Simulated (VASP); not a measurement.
Write the native input for VASP 6.6.1 that does the following.

```yaml
Task: single point
Functional: revPBE
Potentials_or_basis: VASP PAW PBE potentials, release 64 (Al, P)
Cutoff: 500 eV
k_mesh: 8 × 8 × 8
Occupations: gaussian, width 0.01 eV
Spin: no spin polarisation
Dipole_correction: no
Further_INCAR_settings: ALGO = Normal; EDIFF = 1e-06; NBANDS = 11
```

The structure of AlP lies in POSCAR:

```
AlP
1.0
    0.0000000000      2.7255000000      2.7255000000
    2.7255000000      0.0000000000      2.7255000000
    2.7255000000      2.7255000000      0.0000000000
Al P
1 1
Direct
    0.0000000000      0.0000000000      0.0000000000
    0.2500000000      0.2500000000      0.2500000000
```

The input as run:

INCAR

```
ALGO = Normal
EDIFF = 1E-6
ENCUT = 500
GGA = RE
GGA_COMPAT = False
ISIF = 2
ISMEAR = 0
LASPH = True
LCHARG = False
LREAL = False
LWAVE = False
NBANDS = 11
NELM = 120
PREC = Accurate
SIGMA = 0.01
```

KPOINTS

```
k-points
0
Gamma
  8 8 8
```

Potentials or basis: VASP PAW PBE potentials, release 64 (Al, P).

Command:

```bash
$ cat potpaw_PBE.64/Al/POTCAR potpaw_PBE.64/P/POTCAR > POTCAR
$ mpirun -np 1 vasp_std > vasp.out
```

It gave:

```json
{"Pressure": "3.8 GPa", "Band gap on the k mesh": "1.62 eV, indirect (least direct gap 3.45 eV)"}
```

Caveat: the PAW data sets were made with another functional, which shifts forces and pressure a little.

Run time: 10 s on 1 thread of Intel(R) Xeon(R) Platinum 8488C (Sapphire Rapids), on a shared host, peak memory 0.14 GiB.
